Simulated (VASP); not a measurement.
Runs of VASP 6.6.1 on CdS (Hawleyite). The structure is that of space group F-43m (No. 216), or close to it. The cells are those of the table. 

```csv
cell,gap on the mesh (eV),pressure (GPa)
"a = 4.069 Å, angles 60.0°, 2 atoms",1.09,(a)
"a = 4.125 Å, angles 60.0°, 2 atoms",1.01,0.1
"a = 4.152 Å, angles 60.0°, 2 atoms",(b),-1.0
"a = 4.179 Å, angles 60.0°, 2 atoms",0.92,-2.1
"a = 4.040 Å, angles 60.0°, 2 atoms",1.13,4.6
"a = 4.097 Å, angles 60.0°, 2 atoms",1.05,1.4
"a = 4.205 Å, angles 60.0°, 2 atoms",0.88,-3.0
```

Alike in all rows: task single point; level PBEsol; potentials or basis VASP PAW PBE potentials, release 64 (Cd, S); no spin polarisation; k mesh 6 × 6 × 6; cutoff (eV) 520; smearing fermi-dirac 0.02 eV.

Problem. Estimate the missing entries.

Solution. (a) 2.9; (b) 0.97.

Caveats: the PAW data sets were made with another functional, which shifts forces and pressure a little.

A k mesh can miss the band edges, and the runs leave out spin-orbit coupling on Cd.
